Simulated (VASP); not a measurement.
# RbN (Cmmm) in VASP: single point with PBE

Aim: the single point of RbN with PBE.

Program: VASP 6.6.1. These are calculated values, not measurements. Logs are shortened: lines on timing, memory, paths and dates and some standing lists are left out, and cuts for length are marked.

## 1. The cell of the first run

The typed cell holds 2 atoms: a = 3.556 Å, b = 3.556 Å, c = 3.568 Å, α = 90.00°, β = 90.00°, γ = 90.05°.

The cell was built from a structure type or drawn by symmetry, and may not be a known phase.

## 2. Single point, PBE

INCAR

```
ALGO = Normal
EDIFF = 1E-6
ENCUT = 520
GGA = PE
ISIF = 2
ISMEAR = 0
LASPH = True
LCHARG = False
LREAL = False
LWAVE = False
NBANDS = 14
NELM = 80
PREC = Accurate
SIGMA = 0.1
```

KPOINTS

```
k-points
0
Gamma
  16 16 16
```

POSCAR

```
RbN
1.0
    2.5132429092     -2.5152341150      0.0000000000
    2.5132429092      2.5152341150      0.0000000000
    0.0000000000      0.0000000000      3.5679552990
Rb N
1 1
Direct
    0.5000000000      0.5000000000      0.0000000000
    0.0000000000      0.0000000000      0.5000000000
```

Potentials or basis: VASP PAW PBE potentials, release 64 (Rb_sv, N).

On the command line:

```sh
cat potpaw_PBE.64/Rb_sv/POTCAR potpaw_PBE.64/N/POTCAR > POTCAR
mpirun -np 1 vasp_std > vasp.out
```

OUTCAR:

```text
EDIFF = 1E-6
   ENCUT = 520
   GGA = PE
   ISIF = 2
   ISMEAR = 0
   LASPH = True
   LREAL = False
   NELM = 80
   PREC = Accurate

 ion  position               nearest neighbor table
   1  0.500  0.500  0.000-   2 3.08   2 3.08   2 3.08   2 3.08   2 3.08   2 3.08   2 3.08   2 3.08

   2  0.000  0.000  0.500-   1 3.08   1 3.08   1 3.08   1 3.08   1 3.08   1 3.08   1 3.08   1 3.08

  LATTYP: Found a base centered orthorhombic cell.
 ALAT       =     5.0264858184
 B/A-ratio  =     1.0007922855
 C/A-ratio  =     0.7098309690

  Lattice vectors:

 A1 = (   2.5132429092,  -2.5152341150,   0.0000000000)
 A2 = (   2.5132429092,   2.5152341150,   0.0000000000)
 A3 = (   0.0000000000,   0.0000000000,   3.5679552990)

Analysis of symmetry for initial positions (statically):
=====================================================================
 Subroutine PRICEL returns:
 Original cell was already a primitive cell.

 Routine SETGRP: Setting up the symmetry group for a
 base centered orthorhombic supercell.

 Subroutine GETGRP returns: Found  8 space group operations
 (whereof  8 operations were pure point group operations)
 out of a pool of  8 trial point group operations.

The static configuration has the point symmetry D_2h.

Analysis of symmetry for dynamics (positions and initial velocities):
=====================================================================
 Subroutine PRICEL returns:
 Original cell was already a primitive cell.

 Routine SETGRP: Setting up the symmetry group for a
 base centered orthorhombic supercell.

 Subroutine GETGRP returns: Found  8 space group operations
 (whereof  8 operations were pure point group operations)
 out of a pool of  8 trial point group operations.

The dynamic configuration has the point symmetry D_2h.

 Subroutine INISYM returns: Found  8 space group operations
 (whereof  8 operations are pure point group operations),
 and found     1 'primitive' translations

----------------------------------------------------------------------------------------

                                     Primitive cell

  volume of cell :      45.1089

  direct lattice vectors                    reciprocal lattice vectors
     2.513242909 -2.515234115  0.000000000     0.198946150 -0.198788652  0.000000000
     2.513242909  2.515234115  0.000000000     0.198946150  0.198788652  0.000000000
     0.000000000  0.000000000  3.567955299     0.000000000  0.000000000  0.280272570

  length of vectors
[... 93 lines left out ...]
   NELECT =      14.0000    total number of electrons
   NUPDOWN=      -1.0000    fix difference up-down
   EMIN   =  10.00;   EMAX   =-10.00  energy-range for DOS
   EFERMI =   0.00;   METHOD = LEGACY
   ISMEAR =     0;   SIGMA  =   0.10  broadening in eV -4-tet -1-fermi 0-gaus
   EFERMI_NEDOS =   21; number of points for ismear=-14 and -15
   IALGO  =     38    algorithm
   IMIX   =      4    mixing-type and parameters
     AMIX     =   0.40;   BMIX     =  1.00
     AMIX_MAG =   1.60;   BMIX_MAG =  1.00
  volume/ion in A,a.u.               =      22.55       152.20
  Fermi-wavevector in a.u.,A,eV,Ry     =   1.108401  2.094573 16.715463  1.228552
  Thomas-Fermi vector in A             =   2.244927
   LORBIT       =      0    0 simple, 1 ext, 2 COOP (PROOUT), +10 PAW based schemes
   GGA     = PE    functional components
   LHFCALC =     F    Hartree Fock is set to
   AEXX    =    0.0000 exact exchange contribution
   IVDW    =     0    specifies the selected vdW correction
   LEPSILON=     F    determine dielectric tensor
   LRPA    =     F    only Hartree local field effects (RPA)
 non-spin polarized calculation
 Gauss-broadening in eV      SIGMA  =   0.10
  energy-cutoff  :      520.00
  volume of cell :       45.11
 maximum number of plane-waves:      1238
   NGX = 13   NGY = 13   NGZ = 13

 number of electron      14.0000001 magnetization

 Free energy of the ion-electron system (eV)
  ---------------------------------------------------
  ext. energy  EPLUGINS =         0.00000000
  ---------------------------------------------------
  free energy    TOTEN  =        -5.72019808 eV

  energy without entropy =       -5.70065632  energy(sigma->0) =       -5.71042720

 E-fermi :   0.0172     XC(G=0):  -8.8069

 val. band max:        0.0168269508   @ k =   0.1250   0.0625   0.0625
 cond. band min:       0.0172192162   @ k =  -0.1250   0.0625   0.0625
 fundamental gap:      0.0003922654
 Fermi energy:         0.0171651664

 k-point     1 :       0.0000    0.0000    0.0000
  band No.  band energies     occupation
      1     -25.4432      2.00000
      2     -11.6994      2.00000
      3      -9.1010      2.00000
      4      -9.0896      2.00000
      5      -9.0889      2.00000
      6       0.3924      0.00000
      7       0.4013      0.00000
      8       0.4016      0.00000
      9       5.0284      0.00000
     10       5.5949      0.00000
     11       5.6068      0.00000
     12      11.9208      0.00000
     13      11.9241      0.00000
     14      11.9569      0.00000
[... 377 lines left out ...]
      1     -25.4350      2.00000
      2     -11.7270      2.00000
      3      -9.1293      2.00000
      4      -9.0903      2.00000
      5      -9.0649      2.00000
      6       0.2544      0.00079
      7       0.3563      0.00000
      8       0.3756      0.00000
      9       5.2607      0.00000
     10       5.7032      0.00000
     11       5.8001      0.00000
     12      11.7662      0.00000
     13      11.7786      0.00000
     14      11.9460      0.00000

 [... further k-points ...]

------------------------ aborting loop because EDIFF is reached ----------------------------------------

  FORCE on cell =-STRESS in cart. coord.  units (eV):
  Direction    XX          YY          ZZ          XY          YZ          ZX
  --------------------------------------------------------------------------------------
  -------------------------------------------------------------------------------------
  Total        0.0220903      0.0158343      0.0125696      0.0000000      0.0000000      0.0000000
  in kB        0.7846023      0.5624010      0.4464478      0.0000000      0.0000000      0.0000000
  external PRESSURE =       0.5978170 kB  Pullay stress =       0.0000000 kB

 VOLUME and BASIS-vectors are now :
 -----------------------------------------------------------------------------
  energy-cutoff  :      520.00
  volume of cell :       45.11
      direct lattice vectors                 reciprocal lattice vectors
     2.513242909 -2.515234115  0.000000000     0.198946150 -0.198788652  0.000000000
     2.513242909  2.515234115  0.000000000     0.198946150  0.198788652  0.000000000
     0.000000000  0.000000000  3.567955299     0.000000000  0.000000000  0.280272570

 POSITION                                       TOTAL-FORCE (eV/Angst)
 -----------------------------------------------------------------------------------
      2.51324      0.00000      0.00000         0.000000      0.000000      0.000000
      0.00000      0.00000      1.78398        -0.000000     -0.000000      0.000000
 -----------------------------------------------------------------------------------
    total drift:                                0.000000      0.000000     -0.000000

  FREE ENERGIE OF THE ION-ELECTRON SYSTEM (eV)
  ---------------------------------------------------
  free  energy   TOTEN  =        -5.7201980842 eV

  energy  without entropy=       -5.7006563220  energy(sigma->0) =       -5.71042720
```

Run time: 7.1 min. Hardware: 1 thread of Intel Xeon 8259CL, shared host; peak memory 0.48 GiB.

Results:

- Free energy: -5.7202 eV
- Pressure: 0.1 GPa
- Band gap on the k mesh: zero (bands 7 and 8 overlap by 1.55 eV)

Levels at points of the mesh, in eV from the Fermi level:
| k point | band 5 | band 6 | band 7 | band 8 | band 9 | band 10 |
| --- | --- | --- | --- | --- | --- | --- |
| (0.00, 0.00, 0.00) | -9.11 | 0.38 | 0.38 | 0.38 | 5.01 | 5.58 |
| (0.50, 0.00, 0.00) | -8.96 | -1.39 | 0.13 | 0.14 | 6.76 | 7.76 |
| (0.50, 0.50, 0.00) | -8.87 | -0.36 | -0.36 | 0.41 | 6.24 | 6.45 |
| (0.00, 0.00, 0.50) | -8.97 | -1.39 | 0.14 | 0.14 | 6.75 | 7.73 |
| (0.50, 0.00, 0.50) | -8.86 | -0.36 | -0.35 | 0.42 | 6.23 | 6.49 |
| (0.50, 0.50, 0.50) | -9.78 | -1.17 | -1.17 | -1.16 | 8.90 | 8.93 |
